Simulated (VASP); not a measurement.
A run of VASP 6.6.1:

INCAR

```
SYSTEM = BeNi3
  ALGO = Normal
  EDIFF = 1E-6
  ENCUT = 520
  ISIF = 2
  ISMEAR = -1
  ISPIN = 2
  LASPH = .True.
  LCHARG = .True.
  LELF = .True.
  LMAXMIX = 4
  LORBIT = 11
  LREAL = .False.
  LVHAR = .True.
  LWAVE = .False.
  MAGMOM = 0 1.5 1.5 1.5
  NBANDS = 28
  NELM = 150
  PREC = Accurate
  SIGMA = 0.1
```

The input KPOINTS:

```
k-points
0
Gamma
  6 6 6
  0 0 0
```

File POSCAR:

```
BeNi3
1.0
    3.4189360000      0.0000000000      0.0000000000
    0.0000000000      3.4189360000      0.0000000000
    0.0000000000      0.0000000000      3.4189360000
Be Ni
1 3
Direct
    0.0000000000      0.0000000000      0.0000000000
    0.0000000000      0.5000000000      0.5000000000
    0.5000000000      0.0000000000      0.5000000000
    0.5000000000      0.5000000000      0.0000000000
```

Potentials or basis: VASP PAW LDA potentials, release 64 (Be, Ni).

Command:

```sh
$ cat potpaw_LDA.64/Be/POTCAR potpaw_LDA.64/Ni/POTCAR > POTCAR
$ mpirun -np 1 vasp_std > vasp.out
```

Hardware: 1 thread of AMD EPYC 7R13 Processor (Zen 3), on a shared host.

Problem. How long does it take, and how much memory?

Solution. Run time: 64 s on 1 thread of AMD EPYC 7R13 Processor (Zen 3) (shared host), peak memory 0.14 GiB. Counts: scf iterations 22, k points 20.
